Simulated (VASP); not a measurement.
Ti2BeAlB:

```
Ti Be Al B
1.0
     2.80968    0.00000    0.00000
    -1.40484    2.43325    0.00000
     0.00000    0.00000    9.85584
Ti Be Al B
2 1 1 1
Direct
  0.00000 0.00000 0.00000
  0.00000 0.00000 0.36423
  0.33333 0.66667 0.57423
  0.66667 0.33333 0.76347
  0.33333 0.66667 0.18211
```

- Program: VASP 6.6.1
- Task: relaxation of cell and atoms
- Functional: PBE
- Potentials or basis: VASP PAW PBE potentials, release 64 (Ti_sv, Be, Al, B)
- Cutoff: 600 eV
- k mesh: 6 × 6 × 2
- Occupations: gaussian, width 0.1 eV
- Spin: no spin polarisation

At the start: pressure -0.9 GPa; volume 13.48 Å³/atom.

Task: How do energy, volume and symmetry change on relaxing?

Result: Over 7 steps the energy falls by 28.4 meV/atom and the volume is 13.59 Å³/atom (+0.8 %); space group P3m1 (No. 156, to 0.05 Å).

Step by step:
```
step  energy change (eV)  largest force (eV/Å)  pressure (GPa)  volume (Å³)
   1              0.0000                1.0298           -0.93        67.38
   2             -0.0876                0.5298            1.05        66.62
   3             -0.1110                0.3244            3.05        65.97
   4             -0.1389                0.1415           -0.79        68.40
   5             -0.1392                0.1510           -0.46        68.17
   6             -0.1417                0.0586           -0.08        68.01
   7             -0.1419                0.0237            0.11        67.93
```

Final structure:
```
Ti Be Al B
1.0
     2.83984    0.00000    0.00000
    -1.41992    2.45938    0.00000
     0.00000    0.00000    9.72629
Ti Be Al B
2 1 1 1
Direct
  0.00000 0.00000 0.01260
  0.00000 0.00000 0.35254
  0.33333 0.66667 0.56625
  0.66667 0.33333 0.76973
  0.33333 0.66667 0.18292
```

Caveat: the k points lie up to 0.43 Å⁻¹ apart in the final cell.
